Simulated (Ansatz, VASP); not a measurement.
InSe: VASP beside Ansatz

File INCAR:

```
SYSTEM = InSe
ALGO = Normal
EDIFF = 1E-7
ENCUT = 520
GGA = PS
ISIF = 2
ISMEAR = -1
LASPH = .True.
LCHARG = .True.
LELF = .True.
LREAL = .False.
LVHAR = .True.
LWAVE = .False.
NBANDS = 48
NELM = 100
PREC = Accurate
SIGMA = 0.05
```

File KPOINTS:

```
k-points
0
Gamma
  8 8 2
  0 0 0
```

File POSCAR:

```
InSe
1.0
    4.0473293151      0.0000000000      0.0000000000
   -2.0236646576      3.5050900044      0.0000000000
    0.0000000000      0.0000000000     18.0520649100
In Se
4 4
Direct
    0.3333333333      0.6666666667      0.0773904900
    0.3333333333      0.6666666667      0.9226095100
    0.0000000000      0.0000000000      0.4226063200
    0.0000000000      0.0000000000      0.5773936800
    0.3333333333      0.6666666667      0.3529842800
    0.3333333333      0.6666666667      0.6470157200
    0.6666666667      0.3333333333      0.1469999300
    0.6666666667      0.3333333333      0.8530000700
```

input.yaml

```yaml
crystal:
  lattice:
    - [4.0473293151, 0.0, 0.0]
    - [-2.0236646576, 3.5050900044, 0.0]
    - [0.0, 0.0, 18.05206491]
  atoms:
    - { symbol: In, position: [0.3333333333, 0.6666666667, 0.07739049] }
    - { symbol: In, position: [0.3333333333, 0.6666666667, 0.92260951] }
    - { symbol: In, position: [0.0, 0.0, 0.42260632] }
    - { symbol: In, position: [0.0, 0.0, 0.57739368] }
    - { symbol: Se, position: [0.3333333333, 0.6666666667, 0.35298428] }
    - { symbol: Se, position: [0.3333333333, 0.6666666667, 0.64701572] }
    - { symbol: Se, position: [0.6666666667, 0.3333333333, 0.14699993] }
    - { symbol: Se, position: [0.6666666667, 0.3333333333, 0.85300007] }
kpoints:
  mp_grid: { grid: [8, 8, 2] }
  band_path:
    path:
      - [0.0, 0.0, 0.0]
      - [0.5, 0.0, 0.0]
      - [0.3333333333, 0.3333333333, 0.0]
      - [0.0, 0.0, 0.0]
      - [0.0, 0.0, 0.5]
      - [0.5, 0.0, 0.5]
      - [0.3333333333, 0.3333333333, 0.5]
      - [0.0, 0.0, 0.5]
    npoints: 8
scf:
  occupations: { method: fermi_dirac, width: 0.05 }
hamiltonian:
  xc: pbesol
  pseudopotentials: { kind: all_electron, lapw: { basis_error: 0.002 } }
output:
  forces: true
  stress: true
  eigenvalues: true
```

Alike in both runs: functional PBEsol; k mesh 8 × 8 × 2; occupations fermi-dirac, width 0.05 eV; no spin polarisation.

```csv
,VASP,Ansatz
version,VASP 6.6.1,Ansatz 0.2.0
potentials or method,"VASP PAW PBE potentials, release 64 (In_d, Se), cutoff 520 eV","all-electron LAPW, scalar-relativistic"
task,single point,band structure
```

Ansatz gave:

```
gap on the k mesh at the Fermi level (eV)                     : 0.64
least direct gap on the mesh (eV)                             : 0.64
pressure (GPa)                                                : -0.8
traceless stress, the component that is largest in VASP (GPa) : 0.24
rms of the force components (eV/Å)                            : 0.026
```

Task: Which values does VASP return?

Result: gap on the k mesh at the Fermi level (eV): 0.63; least direct gap on the mesh (eV): 0.63; pressure (GPa): -0.7; traceless stress, the component that is largest in VASP (GPa): 0.24; rms of the force components (eV/Å): 0.035.

VASP's potentials were made for PBE, not for PBEsol. Atom by atom the forces differ by 0.011 eV/Å (rms over components). Ansatz ran all-electron here, and VASP with PAW potentials.
